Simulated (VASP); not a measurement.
Here is a VASP 6.6.1 calculation.

INCAR

```
SYSTEM = GaAs
PREC = Accurate
ENCUT = 500
EDIFF = 1E-6
ISMEAR = 0
SIGMA = 0.02
LREAL = .FALSE.
LASPH = .TRUE.
NELM = 120
ALGO = Normal
ISIF = 2
LWAVE = .FALSE.
LCHARG = .TRUE.
LELF = .TRUE.
LVHAR = .TRUE.
NBANDS = 16
GGA_COMPAT = .FALSE.
```

KPOINTS

```
regular mesh
0
G
  12 12 12
  0 0 0
```

Contents of POSCAR:

```
GaAs
1.0
    0.0000000000      2.8014004040      2.8014004040
    2.8014004040      0.0000000000      2.8014004040
    2.8014004040      2.8014004040      0.0000000000
Ga As
1 1
Direct
    0.0000000000      0.0000000000      0.0000000000
    0.2500000000      0.2500000000      0.2500000000
```

Potentials or basis: VASP PAW LDA potentials, release 64 (Ga_d, As).

Launch:

```sh
$ cat potpaw_LDA.64/Ga_d/POTCAR potpaw_LDA.64/As/POTCAR > POTCAR
$ mpirun -np 1 vasp_std > vasp.out
```

Estimate the pressure.

0.3 GPa.

Estimate the band gap on the k mesh.

0.54 eV.

A k mesh can miss the band edges.
